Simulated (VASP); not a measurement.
Write the native input for VASP 6.6.1 that does the following.

```
Task                   : single point
Functional             : PBE
Potentials or basis    : VASP PAW PBE potentials, release 64 (K_sv, Cl)
Cutoff                 : 520 eV
k mesh                 : 8 × 8 × 8
Occupations            : fermi-dirac, width 0.02 eV
Spin                   : no spin polarisation
Dipole correction      : no
Further INCAR settings : ALGO = Normal; EDIFF = 1e-07; NBANDS = 15
```

The structure of KCl lies in POSCAR:

```
KCl
1.0
    0.0000000000      3.1605725637      3.1605725637
    3.1605725637      0.0000000000      3.1605725637
    3.1605725637      3.1605725637      0.0000000000
K Cl
1 1
Direct
    0.0000000000      0.0000000000      0.0000000000
    0.5000000000      0.5000000000      0.5000000000
```

This cell differs from its parent crystal: strain +0.5%.

These files were run (other wordings do the same):

INCAR

```
ALGO = Normal ; EDIFF = 1E-7
ENCUT = 520 ; GGA = PE
ISIF = 2 ; ISMEAR = -1
LASPH = T ; LCHARG = T
LELF = T ; LREAL = F
LVHAR = T ; LWAVE = F
NBANDS = 15 ; NELM = 80
PREC = Accurate ; SIGMA = 0.02
```

KPOINTS

```
k-points
0
Gamma
  8 8 8
```

Potentials or basis: VASP PAW PBE potentials, release 64 (K_sv, Cl).

Command:

```console
$ cat potpaw_PBE.64/K_sv/POTCAR potpaw_PBE.64/Cl/POTCAR > POTCAR
$ mpirun -np 1 vasp_std > vasp.out
```

Results of the run:

| Quantity | Value |
| --- | --- |
| Pressure | 0.5 GPa |
| Band gap on the k mesh | 5.14 eV, direct |

Caveat: the cell differs from its parent crystal (strain +0.5%).

Wall time 14 s on 1 thread of Intel(R) Xeon(R) 6975P-C (Granite Rapids) (shared host), peak memory 0.2 GiB.
